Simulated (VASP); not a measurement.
Wanted: the native input for a VASP 6.6.1 run.

- Task: single point
- Functional: SVWN5
- Potentials or basis: VASP PAW PBE potentials, release 64 (Pd)
- Cutoff: 520 eV
- k mesh: 12 × 12 × 12
- Occupations: fermi-dirac, width 0.05 eV
- Spin: no spin polarisation
- Dipole correction: no
- Further INCAR settings: ALGO = Normal; EDIFF = 1e-06; NBANDS = 11

The structure of Pd lies in POSCAR:

```
Pd
1.0
    0.0000000000      1.9185422671      1.9185422671
    1.9185422671      0.0000000000      1.9185422671
    1.9185422671      1.9185422671      0.0000000000
Pd
1
Direct
    0.0000000000      0.0000000000      0.0000000000
```

This cell differs from its parent crystal: volume scaled by 1.15.

These files were run (other wordings do the same):

INCAR

```
SYSTEM = Pd
PREC = Accurate ; ENCUT = 520
EDIFF = 1E-6 ; ISMEAR = -1
SIGMA = 0.05 ; LREAL = .False.
LASPH = .True. ; NELM = 80
ALGO = Normal ; ISIF = 2
LWAVE = .False. ; LCHARG = .True.
GGA = VW ; LELF = .True.
LVHAR = .True. ; NBANDS = 11
```

KPOINTS

```
Automatic mesh
0
Gamma
  12 12 12
  0 0 0
```

Potentials or basis: VASP PAW PBE potentials, release 64 (Pd).

Launch:

```bash
$ cat potpaw_PBE.64/Pd/POTCAR > POTCAR
$ mpirun -np 1 vasp_std > vasp.out
```

It gave:

| Item | Value |
| --- | --- |
| Pressure | -0.5 GPa |
| Band gap on the k mesh | zero (band 5 reaches 10.49 eV, above the bottom of band 6 at 8.78 eV) |

Caveat: the PAW data sets were made with another functional, which shifts forces and pressure a little.

Wall time 4.4 s on 1 thread of Intel(R) Xeon(R) 6975P-C (Granite Rapids), with other jobs on the host, peak memory 0.12 GiB.
